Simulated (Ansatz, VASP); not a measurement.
# Two plane-wave programs on SnO2

```xyz
3
Lattice="1.5217 0.8786 5.4210 -1.5217 0.8786 5.4210 0.0000 -1.7572 5.4210" Properties=species:S:1:pos:R:3 pbc="T T T"
Sn    0.0000    0.0000    8.1316
O     0.0000    0.0000    3.8571
O     0.0000    0.0000   12.4060
```

Alike in both runs: task single point; functional PBEsol; k mesh 12 × 12 × 12; occupations gaussian, width 0.05 eV; no spin polarisation.

|  | VASP | Ansatz |
| --- | --- | --- |
| version | VASP 6.6.1 | Ansatz 0.2.0 |
| potentials or method | VASP PAW PBE potentials, release 64 (Sn_d, O), cutoff 520 eV | scalar-relativistic, plane waves, PAW |
| valence electrons in the cell | 26 | 26 |

Ansatz gave:

| Quantity | Value |
| --- | --- |
| gap on the k mesh at the Fermi level (eV) | 2.90 |
| least direct gap on the mesh (eV) | 3.11 |
| pressure (GPa) | 5.3 |
| traceless stress, the component that is largest in VASP (GPa) | -14.50 |
| rms of the force components (eV/Å) | 0.506 |

Task: What did VASP give for the same quantities?

Result: gap on the k mesh at the Fermi level (eV): 2.88; least direct gap on the mesh (eV): 3.09; pressure (GPa): 6.0; traceless stress, the component that is largest in VASP (GPa): -14.76; rms of the force components (eV/Å): 0.471.

VASP's potentials were made for PBE, not for PBEsol. Atom by atom the forces differ by 0.035 eV/Å (rms over components).
